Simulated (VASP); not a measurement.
# Si64C (a cell with a defect) in VASP: settings compared, part 2 of 2

VASP 6.6.1.

### 3 Single point, r2SCAN, collinear spin

The input, POSCAR:

```
Si64C
1.0
   10.8655790000      0.0000000000      0.0000000000
    0.0000000000     10.8655790000      0.0000000000
    0.0000000000      0.0000000000     10.8655790000
Si C
64 1
Direct
    0.0017900000      0.0015310000      0.0004170000
    0.9940900000      0.9938480000      0.4987330000
    0.0032600000      0.5022020000      0.0009420000
    0.0023630000      0.5007620000      0.5004890000
    0.5024560000      0.0030060000      0.0009380000
    0.5010030000      0.0021370000      0.5004800000
    0.5023260000      0.5020850000      0.9990230000
    0.4111890000      0.4109420000      0.4500810000
    0.1253630000      0.1251110000      0.1273760000
    0.1071700000      0.1069160000      0.6402010000
    0.1312340000      0.6218190000      0.1352900000
    0.1294040000      0.6249450000      0.6231230000
    0.6221000000      0.1309650000      0.1352900000
    0.6252150000      0.1291340000      0.6231350000
    0.6308120000      0.6305600000      0.1170750000
    0.6133670000      0.6131050000      0.6016160000
    0.2513830000      0.2511490000      0.0042590000
    0.2279520000      0.2277220000      0.5134910000
    0.2533880000      0.7451340000      0.0041530000
    0.2617430000      0.7461440000      0.5002540000
    0.7453950000      0.2531340000      0.0041480000
    0.7463800000      0.2614950000      0.5002580000
    0.7553760000      0.7551050000      0.9925870000
    0.7483250000      0.7480820000      0.4998720000
    0.3780990000      0.3778280000      0.1265380000
    0.3465470000      0.3462760000      0.6450480000
    0.3752090000      0.8784250000      0.1228560000
    0.3760530000      0.8770260000      0.6271770000
    0.8786750000      0.3749570000      0.1228570000
    0.8772730000      0.3757980000      0.6271800000
    0.8766610000      0.8763850000      0.1245020000
    0.8712120000      0.8709390000      0.6259740000
    0.2517810000      0.0012510000      0.2504890000
    0.2499050000      0.9953520000      0.7570950000
    0.2683480000      0.4973830000      0.2682950000
    0.2469860000      0.5005910000      0.7537990000
    0.7538140000      0.0047470000      0.2491160000
    0.7505990000      0.0028250000      0.7472320000
    0.7622500000      0.5116370000      0.2401300000
    0.7444520000      0.5004870000      0.7414030000
    0.3690430000      0.1259330000      0.3832680000
    0.3734840000      0.1246240000      0.8790860000
    0.4110910000      0.6350690000      0.3785330000
    0.3773400000      0.6246060000      0.8738070000
    0.8731790000      0.1307360000      0.3776300000
    0.8689060000      0.1242300000      0.8814280000
    0.8804670000      0.6299230000      0.3763400000
    0.8754020000      0.6246050000      0.8696160000
    0.0015100000      0.2515310000      0.2504790000
    0.9956130000      0.2496470000      0.7570880000
    0.0050260000      0.7535310000      0.2491140000
    0.0031060000      0.7503200000      0.7472190000
    0.4976870000      0.2680490000      0.2682470000
    0.5008600000      0.2467130000      0.7538040000
    0.5118860000      0.7619950000      0.2401250000
    0.5007570000      0.7441980000      0.7413950000
    0.1261380000      0.3688070000      0.3832810000
    0.1248600000      0.3732420000      0.8790750000
    0.1309700000      0.8729310000      0.3776350000
    0.1244700000      0.8686430000      0.8814300000
    0.6353030000      0.4108480000      0.3785240000
    0.6248430000      0.3770890000      0.8738190000
    0.6301580000      0.8802280000      0.3763380000
    0.6248630000      0.8751390000      0.8696280000
    0.5325820000      0.5323480000      0.4640900000
```

The input, INCAR.step1:

```
SYSTEM = Si64C
PREC = Accurate
ENCUT = 520
ISMEAR = -1
SIGMA = 0.05
LREAL = Auto
LASPH = .TRUE.
NELM = 150
ISPIN = 2
MAGMOM = 0 0 0 0 0 0 0 0.333 0 0 0 0 0 0 0 0.333 0 0 0 0 0 0 0 0 0 0.333 0 0 0 0 0 0 0 0 0 0 0 0 0 0 0 0 0.333 0 0 0 0 0 0 0 0 0 0 0 0 0 0 0 0 0 0.333 0 0 0 0.333
NBANDS = 172
NELECT = 258.0
ISYM = 0
GGA = PE
ALGO = Normal
EDIFF = 1E-4
LWAVE = .TRUE.
LCHARG = .FALSE.
LUSENCCL = .FALSE.
```

The input, INCAR.step2:

```
SYSTEM = Si64C
PREC = Accurate
ENCUT = 520
EDIFF = 1E-6
ISMEAR = -1
SIGMA = 0.05
LREAL = Auto
LASPH = .TRUE.
NELM = 150
ALGO = Normal
ISIF = 2
LWAVE = .FALSE.
LCHARG = .FALSE.
ISPIN = 2
MAGMOM = 0 0 0 0 0 0 0 0.333 0 0 0 0 0 0 0 0.333 0 0 0 0 0 0 0 0 0 0.333 0 0 0 0 0 0 0 0 0 0 0 0 0 0 0 0 0.333 0 0 0 0 0 0 0 0 0 0 0 0 0 0 0 0 0 0.333 0 0 0 0.333
LORBIT = 11
METAGGA = R2SCAN
LMIXTAU = .TRUE.
NBANDS = 172
NELECT = 258.0
ISYM = 0
ISTART = 1
LUSENCCL = .FALSE.
```

The input, KPOINTS:

```
Automatic mesh
0
Gamma
  1 1 1
  0.25 0.25 0.25
```

Potentials or basis: VASP PAW PBE potentials, release 64 (Si, C).

Launch:

```console
> cat potpaw_PBE.64/Si/POTCAR potpaw_PBE.64/C/POTCAR > POTCAR
> cp INCAR.step1 INCAR
> mpirun -np 1 vasp_std > vasp.out
> cp INCAR.step2 INCAR
> mpirun -np 1 vasp_std > vasp.out
```

OUTCAR:

```text
SYSTEM = Si64C
   PREC = Accurate
   ENCUT = 520
   EDIFF = 1E-6
   ISMEAR = -1
   LREAL = Auto
   LASPH = .TRUE.
   NELM = 150
   ISIF = 2
   ISPIN = 2
   LORBIT = 11
   METAGGA = R2SCAN
   NELECT = 258.0
   ISYM = 0
   ISTART = 1

 ion  position               nearest neighbor table
   1  0.002  0.002  0.000-   9 2.35  31 2.35  60 2.35  46 2.35
   2  0.994  0.994  0.499-  10 2.32  32 2.34  59 2.38  45 2.38
   3  0.003  0.502  0.001-  58 2.34  29 2.34  48 2.39  11 2.40
   4  0.002  0.501  0.500-  57 2.34  12 2.35  47 2.35  30 2.36
   5  0.502  0.003  0.001-  42 2.34  27 2.34  64 2.39  13 2.40
   6  0.501  0.002  0.500-  41 2.34  14 2.35  63 2.35  28 2.36
   7  0.502  0.502  0.999-  62 2.34  44 2.34  15 2.35  25 2.36
   8  0.411  0.411  0.450-  65 1.87  26 2.34  61 2.56  43 2.56  35 2.68  53 2.68  18 2.90
   9  0.125  0.125  0.127-  49 2.34  33 2.34   1 2.35  17 2.35
  10  0.107  0.107  0.640-  18 2.31   2 2.32  50 2.34  34 2.34
  11  0.131  0.622  0.135-  51 2.34  19 2.36   3 2.40  35 2.48
  12  0.129  0.625  0.623-  36 2.34   4 2.35  52 2.36  20 2.36
  13  0.622  0.131  0.135-  37 2.34  21 2.36   5 2.40  53 2.48
  14  0.625  0.129  0.623-  54 2.34   6 2.35  38 2.36  22 2.36
[... 1478 lines left out ...]
 -----------------------------------------------------------------------------
  energy-cutoff  :      520.00
  volume of cell :     1282.80
      direct lattice vectors                 reciprocal lattice vectors
    10.865579000  0.000000000  0.000000000     0.092033752  0.000000000  0.000000000
     0.000000000 10.865579000  0.000000000     0.000000000  0.092033752  0.000000000
     0.000000000  0.000000000 10.865579000     0.000000000  0.000000000  0.092033752

 POSITION                                       TOTAL-FORCE (eV/Angst)
 -----------------------------------------------------------------------------------
      0.01945      0.01664      0.00453        -0.055132     -0.054510      0.054447
     10.80136     10.79873      5.41902        -0.043473     -0.043518      0.122065
      0.03542      5.45672      0.01024         0.010078     -0.038953      0.080054
      0.02568      5.44107      5.43810        -0.034041      0.008298      0.066511
      5.45948      0.03266      0.01019        -0.039704      0.011300      0.081190
      5.44369      0.02322      5.43800         0.005998     -0.032677      0.066222
[... 57 lines left out ...]
      6.78950      9.50889      9.44901         0.042404     -0.008138     -0.079478
      5.78681      5.78427      5.04261         0.026914      0.021574      0.257674
 -----------------------------------------------------------------------------------
    total drift:                               -0.001702     -0.005971     -0.007447

  FREE ENERGIE OF THE ION-ELECTRON SYSTEM (eV)
  ---------------------------------------------------
  free  energy   TOTEN  =      -578.6404434124 eV

  energy  without entropy=     -578.5752381865  energy(sigma->0) =     -578.60784080

 total charge

# of ion       s       p       d       tot
------------------------------------------
    1        0.745   0.958   0.000   1.703
    2        0.746   0.949   0.000   1.696
    3        0.746   0.938   0.000   1.685
    4        0.745   0.956   0.000   1.701
    5        0.746   0.938   0.000   1.685
    6        0.745   0.956   0.000   1.701
[... 57 lines left out ...]
   64        0.746   0.932   0.000   1.678
   65        0.853   1.585   0.000   2.439
--------------------------------------------------
tot         48.644  62.124   0.000 110.768

 magnetization (x)

# of ion       s       p       d       tot
------------------------------------------
    1       -0.000  -0.000   0.000  -0.000
    2        0.000  -0.000   0.000  -0.000
    3        0.000   0.000   0.000   0.000
    4        0.000  -0.000   0.000  -0.000
    5        0.000   0.000   0.000   0.000
    6        0.000  -0.000   0.000  -0.000
[... 57 lines left out ...]
   64        0.000  -0.000   0.000  -0.000
   65        0.000  -0.000   0.000  -0.000
--------------------------------------------------
tot          0.000   0.000   0.000   0.000
```

OUTCAR.step1:

```text
SYSTEM = Si64C
   PREC = Accurate
   ENCUT = 520
   ISMEAR = -1
   LREAL = Auto
   LASPH = .TRUE.
[... 1515 lines left out ...]
      5.44369      0.02322      5.43800        -0.000560     -0.044365      0.055312
[... 57 lines left out ...]
      6.78950      9.50889      9.44901        -0.009307     -0.016644     -0.080026
      5.78681      5.78427      5.04261         0.154369      0.149296      0.261526
 -----------------------------------------------------------------------------------
    total drift:                                0.000104     -0.003837     -0.006879

  FREE ENERGIE OF THE ION-ELECTRON SYSTEM (eV)
  ---------------------------------------------------
  free  energy   TOTEN  =      -363.8876930979 eV

  energy  without entropy=     -363.8054494444  energy(sigma->0) =     -363.84657127
```

OSZICAR.step1:

```text
N       E                     dE             d eps       ncg     rms          rms(c)
DAV:   1     0.667739693954E+03    0.66774E+03   -0.98315E+04  2752   0.124E+03
DAV:   2    -0.297528997283E+03   -0.96527E+03   -0.91261E+03  3296   0.182E+02
DAV:   3    -0.368675949163E+03   -0.71147E+02   -0.69697E+02  3416   0.435E+01
DAV:   4    -0.370649454113E+03   -0.19735E+01   -0.19597E+01  3344   0.881E+00
DAV:   5    -0.370717273745E+03   -0.67820E-01   -0.67668E-01  3368   0.159E+00    0.284E+01
DAV:   6    -0.365052661760E+03    0.56646E+01   -0.88472E+00  4584   0.636E+00    0.170E+01
DAV:   7    -0.364044446015E+03    0.10082E+01   -0.10923E+01  3128   0.546E+00    0.475E+00
DAV:   8    -0.363841568562E+03    0.20288E+00   -0.12875E+00  4232   0.238E+00    0.180E+00
DAV:   9    -0.363879162619E+03   -0.37594E-01   -0.49178E-01  3144   0.129E+00    0.937E-01
DAV:  10    -0.363880471974E+03   -0.13094E-02   -0.74025E-02  3856   0.487E-01    0.484E-01
DAV:  11    -0.363884803766E+03   -0.43318E-02   -0.16958E-02  3136   0.238E-01    0.310E-01
DAV:  12    -0.363887344613E+03   -0.25408E-02   -0.72575E-03  3896   0.156E-01    0.121E-01
DAV:  13    -0.363887572377E+03   -0.22776E-03   -0.86771E-04  3304   0.638E-02    0.608E-02
DAV:  14    -0.363887681813E+03   -0.10944E-03   -0.50630E-04  2792   0.359E-02    0.310E-02
DAV:  15    -0.363887693098E+03   -0.11285E-04   -0.69701E-05  1744   0.220E-02
   1 F= -.36388769E+03 E0= -.36384657E+03  d E =-.822437E-01  mag=     0.0017
```

Run time: 6.5 min. Hardware: 1 × NVIDIA H100 80GB with 1 thread of AMD EPYC 7R13 (Zen 3), shared host; peak memory 2.8 GiB.

What came out:

```yaml
Free_energy: -578.6404 eV
Largest_force: 0.559 eV/Å
Net_moment: 0.00 μB per cell
Valence_electrons_inside_the_program's_atomic_spheres: Si 1.70, 1.69, 1.62, 1.71, 1.72, 1.67, 1.64, 1.68, 1.73 (each value once); C 2.44
```

Forces on the atoms (eV/Å):
```
Si  -0.055 -0.055  0.054
Si  -0.043 -0.044  0.122
Si   0.010 -0.039  0.080
Si  -0.034  0.008  0.067
Si  -0.040  0.011  0.081
Si   0.006 -0.033  0.066
Si   0.011  0.011  0.048
Si   0.365  0.365  0.216
Si   0.014  0.012 -0.042
Si   0.095  0.094 -0.197
Si   0.012  0.072 -0.097
Si  -0.007  0.001 -0.015
Si   0.073  0.010 -0.098
Si   0.001 -0.008 -0.015
Si   0.038  0.038  0.001
Si   0.090  0.092  0.017
Si  -0.005 -0.006  0.030
Si  -0.052 -0.052  0.104
Si  -0.052  0.008  0.021
Si  -0.056 -0.003  0.011
Si   0.007 -0.052  0.023
Si  -0.002 -0.055  0.011
Si  -0.056 -0.054  0.044
Si  -0.021 -0.021  0.031
Si   0.025  0.025 -0.008
Si  -0.025 -0.024 -0.249
Si   0.033 -0.014  0.009
Si   0.025  0.031 -0.028
Si  -0.014  0.033  0.010
Si   0.030  0.025 -0.029
Si   0.065  0.064 -0.045
Si   0.006  0.007 -0.071
Si   0.008  0.001  0.070
Si  -0.071 -0.096  0.028
Si  -0.209 -0.186 -0.064
Si  -0.029  0.061  0.015
Si  -0.045 -0.029  0.173
Si  -0.079 -0.026  0.082
Si  -0.087 -0.014 -0.026
Si   0.010  0.026  0.068
Si   0.087 -0.004 -0.141
Si   0.033 -0.010 -0.014
Si  -0.045 -0.056  0.038
Si  -0.017 -0.014 -0.028
Si   0.058  0.002 -0.112
Si   0.104  0.049 -0.101
Si   0.057  0.018 -0.112
Si  -0.008  0.042 -0.080
Si  -0.001  0.008  0.071
Si  -0.095 -0.071  0.027
Si  -0.030 -0.045  0.174
Si  -0.026 -0.078  0.083
Si  -0.187 -0.207 -0.063
Si   0.059 -0.028  0.014
Si  -0.015 -0.087 -0.027
Si   0.025  0.011  0.068
Si  -0.001  0.086 -0.141
Si  -0.008  0.033 -0.013
Si   0.003  0.057 -0.113
Si   0.050  0.104 -0.101
Si  -0.057 -0.047  0.038
Si  -0.013 -0.017 -0.029
Si   0.019  0.056 -0.112
Si   0.042 -0.008 -0.079
C    0.027  0.022  0.258
```

Caveat: the cell carries a net charge on a neutralising background, which shifts energy and pressure; the PAW data sets were made with another functional, which shifts forces and pressure a little.
